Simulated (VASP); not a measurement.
Set up this calculation in VASP 6.6.1, as the native input.

| Item | Value |
| --- | --- |
| Task | single point |
| Functional | PBE |
| Potentials or basis | VASP PAW PBE potentials, release 64 (Mg, Ge_d, N) |
| Cutoff | 520 eV |
| k mesh | 12 × 12 × 4 |
| Occupations | gaussian, width 0.1 eV |
| Spin | no spin polarisation |
| Dipole correction | no |
| Further INCAR settings | ALGO = Normal; EDIFF = 1e-06; NBANDS = 26 |

The structure of Mg2GeN3 lies in POSCAR:

```
Mg2GeN3
1.0
    2.8822038444      0.0000000000      0.0000000000
   -1.4411019222      2.4960617481      0.0000000000
    0.0000000000      0.0000000000      7.3842409457
Mg Ge N
2 1 3
Direct
    0.3333333333      0.6666666667      0.6688522663
    0.6666666667      0.3333333333      0.3311477337
    0.0000000000      0.0000000000      0.0000000000
    0.3333333333      0.6666666667      0.1479879566
    0.6666666667      0.3333333333      0.8520120434
    0.0000000000      0.0000000000      0.5000000000
```

This cell differs from its parent crystal: volume scaled by 0.88, then relaxed in part.

The input as run:

INCAR

```
PREC = Accurate
ENCUT = 520
EDIFF = 1E-6
ISMEAR = 0
SIGMA = 0.1
LREAL = F
LASPH = T
NELM = 100
ALGO = Normal
ISIF = 2
LWAVE = F
LCHARG = F
GGA = PE
NBANDS = 26
```

KPOINTS

```
regular mesh
0
Gamma
  12 12 4
```

Potentials or basis: VASP PAW PBE potentials, release 64 (Mg, Ge_d, N).

Command:

```bash
$ cat potpaw_PBE.64/Mg/POTCAR potpaw_PBE.64/Ge_d/POTCAR potpaw_PBE.64/N/POTCAR > POTCAR
$ mpirun -np 1 vasp_std > vasp.out
```

It gave:

| Item | Value |
| --- | --- |
| Pressure | 26.6 GPa |
| Largest force | 0.027 eV/Å |

Run time: 110 s on 1 thread of Intel(R) Xeon(R) 6975P-C (Granite Rapids), on a shared host, peak memory 0.24 GiB.
